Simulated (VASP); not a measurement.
# TlBr (Pm-3m) in VASP: further runs, part 2 of 2

VASP 6.6.1. Earlier steps stand in the parts before.

**4. Electric field gradients, PBE**

This run uses another cell than the first one, of 31.29 Å³/atom.

INCAR reads:

```
  PREC = Accurate
  ENCUT = 400
  EDIFF = 1E-8
  ISMEAR = -1
  SIGMA = 0.03
  LREAL = F
  LASPH = T
  NELM = 120
  ALGO = Normal
  ISIF = 2
  LWAVE = F
  LCHARG = F
  GGA = PE
  LEFG = T
  NBANDS = 17
  GGA_COMPAT = F
```

KPOINTS reads:

```
Automatic mesh
0
Gamma
  8 8 8
```

POSCAR reads:

```
TlBr
1.0
    3.9700000000      0.0000000000      0.0000000000
    0.0000000000      3.9700000000      0.0000000000
    0.0000000000      0.0000000000      3.9700000000
Tl Br
1 1
Direct
    0.0000000000      0.0000000000      0.0000000000
    0.5000000000      0.5000000000      0.5000000000
```

Potentials or basis: VASP PAW PBE potentials, release 64 (Tl_d, Br).

Launch:

```sh
$ cat potpaw_PBE.64/Tl_d/POTCAR potpaw_PBE.64/Br/POTCAR > POTCAR
$ mpirun -np 1 vasp_std > vasp.out
```

OUTCAR:

```text
PREC = Accurate
   ENCUT = 400
   EDIFF = 1E-8
   ISMEAR = -1
   LREAL = F
   LASPH = T
   NELM = 120
   ISIF = 2
   GGA = PE

 ion  position               nearest neighbor table
   1  0.000  0.000  0.000-   2 3.44   2 3.44   2 3.44   2 3.44   2 3.44   2 3.44   2 3.44   2 3.44

   2  0.500  0.500  0.500-   1 3.44   1 3.44   1 3.44   1 3.44   1 3.44   1 3.44   1 3.44   1 3.44

  LATTYP: Found a simple cubic cell.
 ALAT       =     3.9700000000

  Lattice vectors:

 A1 = (   3.9700000000,   0.0000000000,   0.0000000000)
 A2 = (   0.0000000000,   3.9700000000,   0.0000000000)
 A3 = (   0.0000000000,   0.0000000000,   3.9700000000)

Analysis of symmetry for initial positions (statically):
=====================================================================
 Subroutine PRICEL returns:
 Original cell was already a primitive cell.

 Routine SETGRP: Setting up the symmetry group for a
 simple cubic supercell.

 Subroutine GETGRP returns: Found 48 space group operations
 (whereof 48 operations were pure point group operations)
[... 669 lines left out ...]
     0.000000000  3.970000000  0.000000000     0.000000000  0.251889169  0.000000000
     0.000000000  0.000000000  3.970000000     0.000000000  0.000000000  0.251889169

 POSITION                                       TOTAL-FORCE (eV/Angst)
 -----------------------------------------------------------------------------------
      0.00000      0.00000      0.00000         0.000000      0.000000      0.000000
      1.98500      1.98500      1.98500         0.000000      0.000000      0.000000
 -----------------------------------------------------------------------------------
    total drift:                               -0.000000      0.000000      0.000000

  FREE ENERGIE OF THE ION-ELECTRON SYSTEM (eV)
  ---------------------------------------------------
  free  energy   TOTEN  =        -5.5286371570 eV

  energy  without entropy=       -5.5286371570  energy(sigma->0) =       -5.52863716

 Electric field gradients (V/A^2)
---------------------------------------------------------------------
 ion       V_xx      V_yy      V_zz      V_xy      V_xz      V_yz
---------------------------------------------------------------------
   1      -0.000    -0.000    -0.000    -0.000    -0.000    -0.000
   2       0.000     0.000    -0.000     0.000     0.000     0.000
---------------------------------------------------------------------

 Electric field gradients after diagonalization (V/A^2)
 (convention: |V_zz| > |V_xx| > |V_yy|)
----------------------------------------------------------------------
 ion       V_xx      V_yy      V_zz     asymmetry (V_yy - V_xx)/ V_zz
----------------------------------------------------------------------
   1      -0.000    -0.000    -0.000      -0.400
   2      -0.000     0.000     0.000       0.885
----------------------------------------------------------------------

           NMR quadrupolar parameters

 Cq : quadrupolar parameter    Cq=e*Q*V_zz/h
 eta: asymmetry parameters     (V_yy - V_xx)/ V_zz
 Q  : nuclear electric quadrupole moment in mb (millibarn)
----------------------------------------------------------------------
 ion       Cq(MHz)       eta       Q (mb)
----------------------------------------------------------------------
   1      -0.000      -0.400       1.000
   2       0.000       0.885       1.000
----------------------------------------------------------------------
```

OSZICAR:

```text
N       E                     dE             d eps       ncg     rms          rms(c)
DAV:   1     0.817624042809E+02    0.81762E+02   -0.84180E+03  1222   0.819E+02
DAV:   2    -0.299835937911E+01   -0.84761E+02   -0.82264E+02  1490   0.198E+02
DAV:   3    -0.577689366755E+01   -0.27785E+01   -0.27722E+01  1427   0.318E+01
DAV:   4    -0.579010119850E+01   -0.13208E-01   -0.13207E-01  1514   0.269E+00
DAV:   5    -0.579025419405E+01   -0.15300E-03   -0.15299E-03  1478   0.266E-01    0.283E+00
DAV:   6    -0.555247357313E+01    0.23778E+00   -0.36279E-01  1262   0.297E+00    0.165E+00
DAV:   7    -0.552808773270E+01    0.24386E-01   -0.11837E-01  1304   0.149E+00    0.878E-01
DAV:   8    -0.552880481718E+01   -0.71708E-03   -0.16187E-02  1371   0.801E-01    0.170E-01
DAV:   9    -0.552851389617E+01    0.29092E-03   -0.12232E-03  1318   0.190E-01    0.724E-02
DAV:  10    -0.552863722092E+01   -0.12332E-03   -0.27769E-04  1303   0.834E-02    0.220E-02
DAV:  11    -0.552863671631E+01    0.50461E-06   -0.28171E-05  1455   0.347E-02    0.633E-03
DAV:  12    -0.552863708367E+01   -0.36736E-06   -0.27854E-06  1309   0.825E-03    0.236E-03
DAV:  13    -0.552863710960E+01   -0.25936E-07   -0.18345E-07  1436   0.239E-03    0.932E-04
DAV:  14    -0.552863714149E+01   -0.31882E-07   -0.25555E-08  1331   0.851E-04    0.189E-04
DAV:  15    -0.552863715397E+01   -0.12479E-07   -0.85384E-10   684   0.149E-04    0.123E-04
DAV:  16    -0.552863715705E+01   -0.30795E-08   -0.15399E-10   691   0.759E-05
   1 F= -.55286372E+01 E0= -.55286372E+01  d E =-.305659E-10
```

stdout:

```text
POSCAR found type information on POSCAR TlBr
 POSCAR found :  2 types and       2 ions
 scaLAPACK will be used
 LDA part: xc-table for (Slater+PW92), standard interpolation
 POSCAR, INCAR and KPOINTS ok, starting setup
 FFT: planning ... GRIDC
 FFT: planning ... GRID_SOFT
 FFT: planning ... GRID
 WAVECAR not read
 entering main loop
ion   1

ion   2
```

It took 46 s on 1 thread of AMD EPYC 7R13, shared host; peak memory 0.14 GiB.

Results:

```yaml
Free_energy: -5.5286 eV
Pressure: 1.3 GPa
Band_gap_on_the_k_mesh: 1.84 eV
Largest_electric_field_gradient_by_atom: zero within the noise of the run
```

Caveat: spin-orbit coupling is left out, which moves the levels of the heavy elements.

**5. Summary**

| cell | gap on the mesh (eV) | pressure (GPa) |
| --- | --- | --- |
| a = 3.890 Å, 2 atoms | 1.66 | 3.2 |
| a = 3.930 Å, 2 atoms | 1.76 | 2.2 |
| a = 3.970 Å, 2 atoms | 1.84 | 1.3 |

Alike in all rows: task electric field gradients; level PBE; potentials or basis VASP PAW PBE potentials, release 64 (Tl_d, Br); no spin polarisation; k mesh 8 × 8 × 8; cutoff (eV) 400; smearing fermi-dirac 0.03 eV.

Caveats: spin-orbit coupling is left out, which moves the levels of the heavy elements; the cell stands under pressure (at least some runs).

Total energies depend on the potentials used, so only differences within one code and one set of settings carry meaning.
